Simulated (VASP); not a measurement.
Write the native input for VASP 6.6.1 that does the following.

```yaml
Task: single point
Functional: PBE
Potentials_or_basis: VASP PAW PBE potentials, release 64 (W_sv, C, Si, Cl)
Cutoff: 520 eV
k_mesh: 3 × 3 × 1
Occupations: fermi-dirac, width 0.1 eV
Spin: no spin polarisation
Dipole_correction: no
Further_INCAR_settings: LREAL = Auto; ALGO = Normal; EDIFF = 1e-07; NBANDS = 96
```

The structure of SiW8C8Cl2 lies in POSCAR:

```
SiW8C8Cl2
1.0
    5.8006000000      0.0000000000      0.0000000000
   -2.9003000000      5.0234670000      0.0000000000
    0.0000000000      0.0000000000     16.2466500000
W C Si Cl
8 8 1 2
Direct
    0.0000000000      0.0000000000      0.0615511505
    0.0003953994     -0.0083806662      0.2373227712
   -0.0000119541      0.4999933313      0.0615511505
    0.0070265092      0.4965893077      0.2357224412
    0.5000000000      0.0000000000      0.0615511505
    0.5013433106      0.0016522454      0.2415020943
    0.5000052854      0.4999933313      0.0615511505
    0.5237471325      0.5096878311      0.2326448837
    0.3354284010      0.1565651770      0.1442266560
    0.3445464925      0.1879379321      0.3136277325
    0.3564479641      0.6669696447      0.1426632567
    0.3119182656      0.6602810370      0.3175731612
    0.8459095933      0.1785619374      0.1454699892
    0.8568388851      0.1822844661      0.3116704059
    0.8467577042      0.6733795604      0.1445651873
    0.8325503385      0.6806852717      0.3056999443
    0.3140666763      0.4275334147      0.3859503344
   -0.1149643096      0.1664786491      0.4339109909
    0.5313564310      0.5186656944      0.4999492203
```

One way to write it, as run:

INCAR

```
SYSTEM = SiW8C8Cl2
PREC = Accurate
ENCUT = 520
EDIFF = 1E-7
ISMEAR = -1
SIGMA = 0.1
LREAL = Auto
LASPH = .True.
NELM = 60
ALGO = Normal
ISIF = 2
LWAVE = .False.
LCHARG = .True.
GGA = PE
LELF = .True.
LVHAR = .True.
NBANDS = 96
```

KPOINTS

```
regular mesh
0
Gamma
  3 3 1
  0 0 0
```

Potentials or basis: VASP PAW PBE potentials, release 64 (W_sv, C, Si, Cl).

Run with:

```console
$ cat potpaw_PBE.64/W_sv/POTCAR potpaw_PBE.64/C/POTCAR potpaw_PBE.64/Si/POTCAR potpaw_PBE.64/Cl/POTCAR > POTCAR
$ mpirun -np 1 vasp_std > vasp.out
```

Results of the run:

```
Largest force          : 2.748 eV/Å
Band gap on the k mesh : zero (bands 81 and 82 overlap by 0.62 eV)
```

Caveat: the k points lie up to 0.42 Å⁻¹ apart, too coarse for converged energies and pressures of a metal; spin-orbit coupling is left out, which moves the levels of the heavy elements.

It took 9.8 min on 1 thread of Intel(R) Xeon(R) Platinum 8488C (Sapphire Rapids) (shared host), peak memory 0.68 GiB.
